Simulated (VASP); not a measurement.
Set up this calculation in VASP 6.6.1, as the native input.

```yaml
Task: single point
Functional: PBE
Potentials_or_basis: VASP PAW PBE potentials, release 64 (Al, Ni)
Cutoff: 520 eV
k_mesh: 14 × 14 × 14
Occupations: gaussian, width 0.1 eV
Spin: collinear spin, ferromagnetic start
Starting_moments: "[0.0, 0.3, 0.3, 0.3] μB"
Dipole_correction: no
Further_INCAR_settings: ALGO = Fast; EDIFF = 1e-06; NBANDS = 28
```

The structure of AlNi3 lies in POSCAR:

```
AlNi3
1.0
    3.5666788946      0.0000000000      0.0000000000
    0.0000000000      3.5666788946      0.0000000000
    0.0000000000      0.0000000000      3.5666788946
Al Ni
1 3
Direct
    0.0000000000      0.0000000000      0.0000000000
    0.0000000000      0.5000000000      0.5000000000
    0.5000000000      0.0000000000      0.5000000000
    0.5000000000      0.5000000000      0.0000000000
```

The input as run:

INCAR

```
SYSTEM = AlNi3
PREC = Accurate
ENCUT = 520
EDIFF = 1E-6
ISMEAR = 0
SIGMA = 0.1
LREAL = .FALSE.
LASPH = .TRUE.
NELM = 150
ALGO = Fast
ISIF = 2
LWAVE = .FALSE.
LCHARG = .FALSE.
ISPIN = 2
MAGMOM = 0 0.3 0.3 0.3
LORBIT = 11
LMAXMIX = 4
GGA = PE
NBANDS = 28
```

KPOINTS

```
regular mesh
0
G
  14 14 14
  0 0 0
```

Potentials or basis: VASP PAW PBE potentials, release 64 (Al, Ni).

The run is started by

```console
$ cat potpaw_PBE.64/Al/POTCAR potpaw_PBE.64/Ni/POTCAR > POTCAR
$ mpirun -np 1 vasp_std > vasp.out
```

It gave:

```json
{"Pressure": "0.1 GPa", "Net moment": "0.71 μB per cell", "Site moments": "Al -0.01; Ni +0.25 μB", "Valence electrons inside the program's atomic spheres": "Al 0.80; Ni 9.38"}
```

It took 6.7 min on 1 thread of AMD EPYC 7R43 64-Core Processor (Zen 3), on a shared host, peak memory 0.29 GiB.
